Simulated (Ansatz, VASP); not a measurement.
# BaTiO3: VASP beside Ansatz

Contents of INCAR:

```
SYSTEM = BaTiO3
PREC = Accurate
ENCUT = 520
EDIFF = 1E-6
ISMEAR = -1
SIGMA = 0.05
LREAL = .FALSE.
LASPH = .TRUE.
NELM = 150
ALGO = Normal
ISIF = 2
LWAVE = .FALSE.
LCHARG = .FALSE.
LMAXMIX = 4
LDAU = .TRUE.
LDAUTYPE = 2
LDAUL = -1 2 -1
LDAUU = 0 6 0
LDAUJ = 0 0 0
LDAUPRINT = 1
GGA = PS
NBANDS = 28
```

KPOINTS

```
Automatic mesh
0
G
  7 7 7
  0 0 0
```

POSCAR

```
BaTiO3
1.0
    3.9998000000      0.0000000000      0.0000000000
    0.0000000000      3.9998000000      0.0000000000
    0.0000000000      0.0000000000      4.0180000000
Ba Ti O
1 1 3
Direct
    0.0000000000      0.0000000000      0.0000000000
    0.5000000000      0.5000000000      0.4900000000
    0.0000000000      0.5000000000      0.5170000000
    0.5000000000      0.0000000000      0.5170000000
    0.5000000000      0.5000000000      0.0190000000
```

input.yaml

```yaml
crystal:
  lattice:
    - [3.9998, 0.0, 0.0]
    - [0.0, 3.9998, 0.0]
    - [0.0, 0.0, 4.018]
  atoms:
    - { symbol: Ba, position: [0.0, 0.0, 0.0] }
    - { symbol: Ti, position: [0.5, 0.5, 0.49] }
    - { symbol: O, position: [0.0, 0.5, 0.517] }
    - { symbol: O, position: [0.5, 0.0, 0.517] }
    - { symbol: O, position: [0.5, 0.5, 0.019] }
kpoints:
  mp_grid: { grid: [7, 7, 7] }
  band_path:
    path:
      - [0.0, 0.0, 0.0]
      - [0.0, 0.5, 0.0]
      - [0.5, 0.5, 0.0]
      - [0.0, 0.0, 0.0]
      - [0.0, 0.0, 0.5]
      - [0.0, 0.5, 0.5]
      - [0.5, 0.5, 0.5]
      - [0.0, 0.0, 0.5]
    npoints: 6
scf:
  occupations: { method: fermi_dirac, width: 0.05 }
hamiltonian:
  xc: pbesol
  pseudopotentials: { kind: all_electron, lapw: { basis_error: 0.002 } }
  hubbard:
    sites: [{ species: Ti, l: d, u_eff: 6 }]
    double_counting: fll
    projectors: ortho-atomic
output:
  forces: true
  stress: true
  eigenvalues: true
  fatbands: false
  dos: { projected: true, de: 0.2, e_range: [-10, 6] }
  populations: true
  hubbard: {}
```

Alike in both runs: functional PBEsol; k mesh 7 × 7 × 7; occupations fermi-dirac, width 0.05 eV; no spin polarisation; Hubbard terms Ti d U = 6.0 eV.

|  | VASP | Ansatz |
| --- | --- | --- |
| version | VASP 6.6.1 | Ansatz 0.2.0 |
| potentials or method | VASP PAW PBE potentials, release 64 (Ba_sv, Ti_sv, O), cutoff 520 eV | all-electron LAPW, scalar-relativistic |
| task | single point | projected density of states |

|  | VASP | Ansatz | Ansatz less VASP |
| --- | --- | --- | --- |
| gap on the k mesh at the Fermi level (eV) | 2.56 | 2.64 | +0.076 |
| least direct gap on the mesh (eV) | 2.78 | 2.83 | +0.048 |
| pressure (GPa) | 3.0 | -1.7 | -4.73 |
| traceless stress, the component that is largest in VASP (GPa) | 0.97 | 0.62 | -0.347 |
| rms of the force components (eV/Å) | 0.238 | 0.073 | -0.1652 |

VASP's potentials were made for PBE, not for PBEsol. The programs project onto different local orbitals, so the same U acts differently, and such runs can settle in different states. Atom by atom the forces differ by 0.197 eV/Å (rms over components). Ansatz ran all-electron here, and VASP with PAW potentials.

Neither program's run includes spin-orbit coupling. Noted on Ansatz's run: U is the effective U less J, on atomic orbitals that reach past the spheres.
